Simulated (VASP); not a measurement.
# Si in VASP: notebook

Si is run at these levels: LDA; tasks: single point.

Everything below comes from runs of VASP 6.6.1. Logs are shortened: lines on timing, memory, paths and dates and some standing lists are left out, and cuts for length are marked.

**1. The cell of the first run**

The cell holds a slab with vacuum, 5 atoms: a = 3.820 Å, b = 3.820 Å, c = 21.065 Å, α = 90.00°, β = 90.00°, γ = 90.00°.

**2. Single point, LDA, collinear spin**

The input, INCAR:

```
PREC = Accurate ; ENCUT = 520
EDIFF = 1E-6 ; ISMEAR = 0
SIGMA = 0.05 ; LREAL = False
LASPH = True ; NELM = 150
ALGO = Normal ; ISIF = 2
LWAVE = False ; LCHARG = False
ISPIN = 2 ; MAGMOM = 0 0 0 0 2
LORBIT = 11 ; LDIPOL = True
IDIPOL = 3 ; DIPOL = 0.5 0.5 0.344
NBANDS = 22
```

The input, KPOINTS:

```
regular mesh
0
Gamma
  7 7 1
```

The input, POSCAR:

```
Si
1.0
    3.8195065206      0.0000000000      0.0000000000
    0.0000000000      3.8195065206      0.0000000000
    0.0000000000      0.0000000000     21.0645252450
Si
5
Direct
    0.0000000000      0.5000000000      0.1898927203
    0.0000000000      0.0000000000      0.2540004780
    0.5000000000      0.0000000000      0.3202822601
    0.5000000000      0.5000000000      0.3828486591
    0.5000000000      0.5000000000      0.5713171840
```

Potentials or basis: VASP PAW LDA potentials, release 64 (Si).

On the command line:

```sh
$ cat potpaw_LDA.64/Si/POTCAR > POTCAR
$ mpirun -np 1 vasp_std > vasp.out
```

OUTCAR:

```text
PREC = Accurate
   ENCUT = 520
   EDIFF = 1E-6
   ISMEAR = 0
   LREAL = False
   LASPH = True
   NELM = 150
   ISIF = 2
   ISPIN = 2
   LORBIT = 11

 ion  position               nearest neighbor table
   1  0.000  0.500  0.190-   2 2.34   2 2.34
   2  0.000  0.000  0.254-   1 2.34   1 2.34   3 2.37   3 2.37
   3  0.500  0.000  0.320-   4 2.32   4 2.32   2 2.37   2 2.37
   4  0.500  0.500  0.383-   3 2.32   3 2.32
   5  0.500  0.500  0.571-

  LATTYP: Found a simple tetragonal cell.
 ALAT       =     3.8195065206
 C/A-ratio  =     5.5149860673

  Lattice vectors:

 A1 = (   3.8195065206,   0.0000000000,   0.0000000000)
 A2 = (   0.0000000000,   3.8195065206,   0.0000000000)
 A3 = (   0.0000000000,   0.0000000000,  21.0645252450)

Analysis of symmetry for initial positions (statically):
=====================================================================
 Subroutine PRICEL returns:
 Original cell was already a primitive cell.

 Routine SETGRP: Setting up the symmetry group for a
 simple tetragonal supercell.

 Subroutine GETGRP returns: Found  4 space group operations
 (whereof  4 operations were pure point group operations)
 out of a pool of 16 trial point group operations.

The static configuration has the point symmetry C_2v.

Analysis of symmetry for dynamics (positions and initial velocities):
=====================================================================
 Subroutine PRICEL returns:
 Original cell was already a primitive cell.

 Routine SETGRP: Setting up the symmetry group for a
 simple tetragonal supercell.

 Subroutine GETGRP returns: Found  4 space group operations
 (whereof  4 operations were pure point group operations)
 out of a pool of 16 trial point group operations.

The dynamic configuration has the point symmetry C_2v.

Analysis of structural, dynamic, and magnetic symmetry:
=====================================================================
 Subroutine PRICEL returns:
 Original cell was already a primitive cell.

 Routine SETGRP: Setting up the symmetry group for a
 simple tetragonal supercell.

 Subroutine GETGRP returns: Found  4 space group operations
 (whereof  4 operations were pure point group operations)
 out of a pool of 16 trial point group operations.

The overall configuration has the point symmetry C_2v.

 Subroutine INISYM returns: Found  4 space group operations
 (whereof  4 operations are pure point group operations),
 and found     1 'primitive' translations

----------------------------------------------------------------------------------------

                                     Primitive cell

  volume of cell :     307.3026

  direct lattice vectors                    reciprocal lattice vectors
     3.819506521  0.000000000  0.000000000     0.261813927  0.000000000  0.000000000
     0.000000000  3.819506521  0.000000000     0.000000000  0.261813927  0.000000000
     0.000000000  0.000000000 21.064525245     0.000000000  0.000000000  0.047473180

  length of vectors
     3.819506521  3.819506521 21.064525245     0.261813927  0.261813927  0.047473180

  position of ions in fractional coordinates (direct lattice)
     0.000000000  0.500000000  0.189892720
     0.000000000  0.000000000  0.254000478
     0.500000000  0.000000000  0.320282260
     0.500000000  0.500000000  0.382848659
     0.500000000  0.500000000  0.571317184

  ion indices of the primitive-cell ions
   primitive index   ion index
                 1           1
                 2           2
                 3           3
                 4           4
                 5           5

----------------------------------------------------------------------------------------

 KPOINTS: regular mesh

Automatic generation of k-mesh.
 Grid dimensions read from file:
 generate k-points for:    7    7    1

 Generating k-lattice:

  Cartesian coordinates                     Fractional coordinates (reciprocal lattice)
     0.037401990  0.000000000  0.000000000     0.142857143  0.000000000  0.000000000
     0.000000000  0.037401990  0.000000000     0.000000000  0.142857143  0.000000000
     0.000000000  0.000000000  0.047473180     0.000000000  0.000000000  1.000000000

  Length of vectors
     0.037401990  0.037401990  0.047473180

  Shift w.r.t. Gamma in fractional coordinates (k-lattice)
     0.000000000  0.000000000  0.000000000

 Subroutine IBZKPT returns following result:
 ===========================================

 Found     16 irreducible k-points:

 Following reciprocal coordinates:
            Coordinates               Weight
  0.000000  0.000000  0.000000      1.000000
  0.142857  0.000000  0.000000      2.000000
  0.000000  0.142857  0.000000      2.000000
  0.285714  0.000000  0.000000      2.000000
  0.000000  0.285714  0.000000      2.000000
  0.428571  0.000000  0.000000      2.000000
[... 8 lines left out ...]
 -0.285714  0.428571  0.000000      4.000000
  0.428571  0.428571  0.000000      4.000000
   k-points           NKPTS =     16   k-points in BZ     NKDIM =     16   number of bands    NBANDS=     22
   number of dos      NEDOS =    301   number of ions     NIONS =      5
   total plane-waves  NPLWV = 125440
   dimension x,y,z NGX =    28 NGY =   28 NGZ =  160
   dimension x,y,z NGXF=    56 NGYF=   56 NGZF=  320
   ions per type =               5
   NGX,Y,Z   is equivalent  to a cutoff of  12.19, 12.19, 12.63 a.u.
   NGXF,Y,Z  is equivalent  to a cutoff of  24.37, 24.37, 25.26 a.u.
 SYSTEM =  unknown system
   PREC   = accura    normal or accurate (medium, high low for compatibility)
   ISTART =      0    job   : 0-new  1-cont  2-samecut
   ICHARG =      2    charge: 1-file 2-atom 10-const
   ISPIN  =      2    spin polarized calculation?
   LNONCOLLINEAR =      F non collinear calculations
   LSORBIT =      F    spin-orbit coupling
   LASPH  =      T    aspherical Exc in radial PAW
   ENCUT  =  520.0 eV  38.22 Ry    6.18 a.u.   7.10  7.10 39.17*2*pi/ulx,y,z
   NELM   =    150;   NELMIN=  2; NELMDL= -5     # of ELM steps
   EDIFF  = 0.1E-05   stopping-criterion for ELM
   LREAL  =      F    real-space projection
   EDIFFG = 0.1E-04   stopping-criterion for IOM
   NSW    =      0    number of steps for IOM
   IBRION =     -1    ionic relax: 0-MD 1-quasi-New 2-CG
   NFREE  =      0    steps in history (QN), initial steepest desc. (CG)
   ISIF   =      2    stress and relaxation
   ISYM   =      2    0-nonsym 1-usesym 2-fastsym
   POTIM  = 0.5000    time-step for ionic-motion
   TEBEG  =    0.0;   TEEND  =   0.0 temperature during run
   PSTRESS=    0.0 pullay stress
   NELECT =      20.0000    total number of electrons
   NUPDOWN=      -1.0000    fix difference up-down
   EMIN   =  10.00;   EMAX   =-10.00  energy-range for DOS
   EFERMI =   0.00;   METHOD = LEGACY
   ISMEAR =     0;   SIGMA  =   0.05  broadening in eV -4-tet -1-fermi 0-gaus
   EFERMI_NEDOS =   21; number of points for ismear=-14 and -15
   IALGO  =     38    algorithm
   IMIX   =      4    mixing-type and parameters
     AMIX     =   0.40;   BMIX     =  1.00
     AMIX_MAG =   1.60;   BMIX_MAG =  1.00
  volume/ion in A,a.u.               =      61.46       414.76
  Fermi-wavevector in a.u.,A,eV,Ry     =   0.658511  1.244405  5.899979  0.433636
  Thomas-Fermi vector in A             =   1.730355
   LORBIT       =     11    0 simple, 1 ext, 2 COOP (PROOUT), +10 PAW based schemes
   GGA     = CA    functional components
   LHFCALC =     F    Hartree Fock is set to
   AEXX    =    0.0000 exact exchange contribution
   IVDW    =     0    specifies the selected vdW correction
   LEPSILON=     F    determine dielectric tensor
   LRPA    =     F    only Hartree local field effects (RPA)
 spin polarized calculation
 Gauss-broadening in eV      SIGMA  =   0.05
  energy-cutoff  :      520.00
  volume of cell :      307.30
 maximum number of plane-waves:      8299
   NGX = 15   NGY = 15   NGZ = 79

 number of electron      20.0000000 magnetization       0.1069659

 dipolmoment           0.000000      0.000000     -0.088496 electrons x Angstroem

 Free energy of the ion-electron system (eV)
  ---------------------------------------------------
  ext. energy  EPLUGINS =         0.00000000
  ---------------------------------------------------
  free energy    TOTEN  =       -22.25415150 eV

  energy without entropy =      -22.25126860  energy(sigma->0) =      -22.25271005

 E-fermi :  -1.5224     XC(G=0):  -4.6131

 val. band max:       -1.5853475552   @ k =  -0.1429   0.2857   0.0000
 cond. band min:      -1.5100044974   @ k =   0.2857   0.1429   0.0000
 fundamental gap:      0.0753430577
 Fermi energy:        -1.5223952971

 spin component 1

 k-point     1 :       0.0000    0.0000    0.0000
  band No.  band energies     occupation
      1     -12.4672      1.00000
      2     -10.2769      1.00000
      3      -8.6124      1.00000
      4      -6.9340      1.00000
      5      -3.4839      1.00000
      6      -3.2817      1.00000
[... 389 lines left out ...]
     21       4.7713      0.00000
     22       5.0409      0.00000
 Fermi energy:        -1.5223952971

 spin component 2

 k-point     1 :       0.0000    0.0000    0.0000
  band No.  band energies     occupation
      1     -12.4692      1.00000
      2     -10.2794      1.00000
      3      -8.5318      1.00000
      4      -6.9363      1.00000
      5      -3.4861      1.00000
      6      -3.2797      1.00000
[... 389 lines left out ...]
     21       4.7886      0.00000
     22       5.0661      0.00000

------------------------ aborting loop because EDIFF is reached ----------------------------------------

 vacuum level on the upper side and lower side of the slab       (xc-potential included)        -0.542         0.528

  FORCE on cell =-STRESS in cart. coord.  units (eV):
  Direction    XX          YY          ZZ          XY          YZ          ZX
  --------------------------------------------------------------------------------------
  -------------------------------------------------------------------------------------
  Total       -6.7917066     -3.9604167     -3.3467130      0.0000000      0.0000000      0.0000000
  in kB      -35.4097869    -20.6483463    -17.4486917      0.0000000      0.0000000      0.0000000
  external PRESSURE =     -24.5022750 kB  Pullay stress =       0.0000000 kB

 VOLUME and BASIS-vectors are now :
 -----------------------------------------------------------------------------
  energy-cutoff  :      520.00
  volume of cell :      307.30
      direct lattice vectors                 reciprocal lattice vectors
     3.819506521  0.000000000  0.000000000     0.261813927  0.000000000  0.000000000
     0.000000000  3.819506521  0.000000000     0.000000000  0.261813927  0.000000000
     0.000000000  0.000000000 21.064525245     0.000000000  0.000000000  0.047473180

 POSITION                                       TOTAL-FORCE (eV/Angst)
 -----------------------------------------------------------------------------------
      0.00000      1.90975      4.00000         0.000000      0.000000      0.124454
      0.00000      0.00000      5.35040         0.000000      0.000000      0.021000
      1.90975      0.00000      6.74659         0.000000      0.000000      0.020991
      1.90975      1.90975      8.06453         0.000000      0.000000      0.525671
      1.90975      1.90975     12.03453         0.000000      0.000000     -0.692116
 -----------------------------------------------------------------------------------
    total drift:                               -0.000000      0.000000      0.000103

  FREE ENERGIE OF THE ION-ELECTRON SYSTEM (eV)
  ---------------------------------------------------
  free  energy   TOTEN  =       -22.2541515045 eV

  energy  without entropy=      -22.2512686012  energy(sigma->0) =      -22.25271005

 vacuum level on the upper side and lower side of the slab         2.807         4.029

 total charge

# of ion       s       p       d       tot
------------------------------------------
    1        0.867   0.729   0.000   1.596
    2        0.783   0.910   0.000   1.693
    3        0.778   0.918   0.000   1.696
    4        0.853   0.742   0.000   1.595
    5        0.959   0.486   0.000   1.445
--------------------------------------------------
tot          4.241   3.785   0.000   8.026

 magnetization (x)

# of ion       s       p       d       tot
------------------------------------------
    1       -0.000  -0.001   0.000  -0.001
    2       -0.000  -0.000   0.000  -0.000
    3       -0.000  -0.001   0.000  -0.001
    4       -0.000  -0.002   0.000  -0.003
    5        0.003   0.031   0.000   0.034
--------------------------------------------------
tot          0.002   0.027   0.000   0.029
```

Run time: 4.3 min. Hardware: 1 thread of AMD EPYC 9R14 (Zen 4), shared host; peak memory 0.34 GiB.

What came out:

```yaml
Free_energy: -22.2542 eV
Largest_force: 0.692 eV/Å
Net_moment: 0.11 μB per cell
Site_moments: Si -0.00, +0.03 (each value once) μB
Valence_electrons_inside_the_program's_atomic_spheres: Si 1.60, 1.69, 1.70, 1.59, 1.45
```

Forces in eV/Å, atoms in the order of the input:
```
Si   0.000  0.000  0.124
Si   0.000  0.000  0.021
Si   0.000  0.000  0.021
Si   0.000  0.000  0.526
Si   0.000  0.000 -0.692
```

**3. Single point, LDA, collinear spin**

The input, INCAR:

```
  PREC = Accurate
  ENCUT = 520
  EDIFF = 1E-7
  ISMEAR = 0
  SIGMA = 0.05
  LREAL = False
  LASPH = True
  NELM = 150
  ALGO = Normal
  ISIF = 2
  LWAVE = False
  LCHARG = False
  ISPIN = 2
  MAGMOM = 0 0 0 0 2
  LORBIT = 11
  LDIPOL = True
  IDIPOL = 3
  DIPOL = 0.5 0.5 0.344
  NBANDS = 22
```

The input, KPOINTS:

```
Automatic mesh
0
Gamma
  7 7 1
```

Changes to POSCAR since step 2:

```diff
@@ -12,2 +12,2 @@
     0.5000000000      0.5000000000      0.3828486591
-    0.5000000000      0.5000000000      0.5713171840
+    1.0000000000      1.0000000000      0.5713171840
```

Potentials or basis: VASP PAW LDA potentials, release 64 (Si).

On the command line:

```sh
$ cat potpaw_LDA.64/Si/POTCAR > POTCAR
$ mpirun -np 1 vasp_std > vasp.out
```

Wall time 15 min (1 thread of Intel Xeon 8259CL, shared host); peak memory 0.39 GiB.

The run converged. Its results:

| Quantity | Value |
| --- | --- |
| Free energy | -22.0370 eV |
| Largest force | 0.329 eV/Å |
| Band gap on the k mesh | zero (filled and empty bands overlap) |
| Net moment | 0.00 μB per cell |
| Valence electrons inside the program's atomic spheres | Si 1.60, 1.69, 1.70, 1.45 (each value once) |

Forces on the atoms (eV/Å):
```
Si   0.000  0.000  0.137
Si   0.000  0.000 -0.013
Si   0.000  0.000 -0.038
Si   0.000  0.000  0.242
Si   0.000  0.000 -0.329
```

Levels at points of the mesh, in eV from the Fermi level:
Spin up:
| k point | band 6 | band 7 | band 8 | band 9 | band 10 | band 11 | band 12 | band 13 | band 14 | band 15 |
| --- | --- | --- | --- | --- | --- | --- | --- | --- | --- | --- |
| (0.00, 0.00, 0.00) | -1.69 | -1.69 | -0.50 | -0.44 | 0.57 | 1.38 | 1.78 | 1.97 | 2.21 | 2.21 |
Spin down:
```
           k point  band 7  band 8  band 9  band 10  band 11  band 12  band 13  band 14
(0.00, 0.00, 0.00)   -1.69   -0.50   -0.43     0.57     1.38     1.78     1.97     2.21
```

**4. Single point, LDA, collinear spin**

The input, INCAR:

```
ALGO     = Normal         # electronic algorithm
DIPOL    = 0.5 0.5 0.309
EDIFF    = 1E-6           # SCF threshold, eV
ENCUT    = 520            # plane-wave cutoff, eV
GGA      = CA             # functional
IDIPOL   = 3            
ISIF     = 2              # what is computed and relaxed
ISMEAR   = 0              # smearing method
ISPIN    = 2              # spin polarisation
LASPH    = True           # aspherical terms in the spheres
LCHARG   = False          # write CHGCAR
LDIPOL   = True         
LORBIT   = 11             # projections on sites
LREAL    = False          # projectors in reciprocal space
LWAVE    = False          # write WAVECAR
MAGMOM   = 0 0 0 0 2      # initial moments
NBANDS   = 22             # bands
NELM     = 150            # most SCF steps
PREC     = Accurate       # precision mode
SIGMA    = 0.05           # smearing width, eV
```

The input, KPOINTS:

```
k-points
0
Gamma
  7 7 1
```

Changes to POSCAR since step 3:

```diff
@@ -12,2 +12,2 @@
     0.5000000000      0.5000000000      0.3828486591
-    1.0000000000      1.0000000000      0.5713171840
+    1.0000000000      1.0000000000      0.4004137357
```

On the command line:

```sh
$ cat potpaw_LDA.64/Si/POTCAR > POTCAR
$ mpirun -np 1 vasp_std > vasp.out
```

Run time: 12 min. Hardware: 1 thread of Intel Xeon 8259CL, shared host; peak memory 0.38 GiB.

It converged, with:

```
Free energy                                           : -25.5260 eV
Largest force                                         : 1.260 eV/Å
Band gap on the k mesh                                : zero (filled and empty bands overlap)
Net moment                                            : 0.00 μB per cell
Valence electrons inside the program's atomic spheres : Si 1.60, 1.69, 1.65, 1.56 (each value once)
```

Forces in eV/Å, atoms in the order of the input:
```
Si   0.000  0.000  0.247
Si   0.000  0.000 -0.315
Si   0.000  0.000 -1.221
Si   0.000  0.000  1.260
Si   0.000  0.000  0.029
```

Levels at points of the mesh, in eV from the Fermi level:
Spin up:
```
           k point  band 8  band 9  band 10  band 11  band 12  band 13
(0.00, 0.00, 0.00)   -1.33   -0.72    -0.39     0.47     1.40     2.31
```
Spin down:
```csv
k point,band 8,band 9,band 10,band 11,band 12,band 13
"(0.00, 0.00, 0.00)",-1.33,-0.72,-0.39,0.47,1.40,2.31
```

**5. Overview**

```csv
cell,gap on the mesh (eV),moment (μB),largest force (eV/Å)
"as given, atomic positions A",none,0.11,0.69
"as given, atomic positions B",none,0.00,0.33
"as given, atomic positions C",none,0.00,1.26
```

Alike in all rows: task single point; level LDA; potentials or basis VASP PAW LDA potentials, release 64 (Si); spin collinear; k mesh 7 × 7 × 1; cutoff (eV) 520; smearing gaussian 0.05 eV.

Absolute energies hang on the potentials; compare differences alone.

The gap in the log of VASP goes by the Fermi energy; the results here count the filled bands.